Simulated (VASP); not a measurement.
# GaN: single point with PBE+D3(BJ)

The system is GaN.

```
CELL_PARAMETERS angstrom
0.00000 2.20750 2.20750
2.20750 0.00000 2.20750
2.20750 2.20750 0.00000
ATOMIC_POSITIONS crystal
Ga 0.00000 0.00000 0.00000
N 0.25000 0.25000 0.25000
```

```json
{
  "Program": "VASP 6.6.1",
  "Task": "single point",
  "Functional": "PBE",
  "Dispersion": "D3(BJ)",
  "Potentials or basis": "VASP PAW PBE potentials, release 64 (Ga_d, N)",
  "Cutoff": "520 eV",
  "k mesh": "10 × 10 × 10",
  "Occupations": "fermi-dirac, width 0.05 eV",
  "Spin": "no spin polarisation",
  "Dipole correction": "no",
  "Further INCAR settings": "ALGO = Normal; EDIFF = 1e-06; NBANDS = 16"
}
```

```
Pressure                   : 14.5 GPa
Band gap on the k mesh     : 2.12 eV, direct
Dispersion energy per atom : -0.271 eV
```

Levels at points of the mesh, in eV from the valence-band top:
```tsv
k point	band 6	band 7	band 8	band 9	band 10	band 11	band 12	band 13
(0.00, 0.00, 0.00)	-13.12	0.00	0.00	0.00	2.12	10.69	10.69	10.69
(0.50, 0.00, 0.00)	-11.87	-7.46	-1.05	-1.05	5.07	9.04	10.69	10.69
(0.50, 0.50, 0.00)	-11.46	-6.38	-2.93	-2.93	3.37	7.03	12.16	14.63
```

It took 24 s on 1 thread of Intel Xeon 8259CL (shared host), peak memory 0.15 GiB.

PBE gaps usually lie below the measured ones, often by a third to a half.
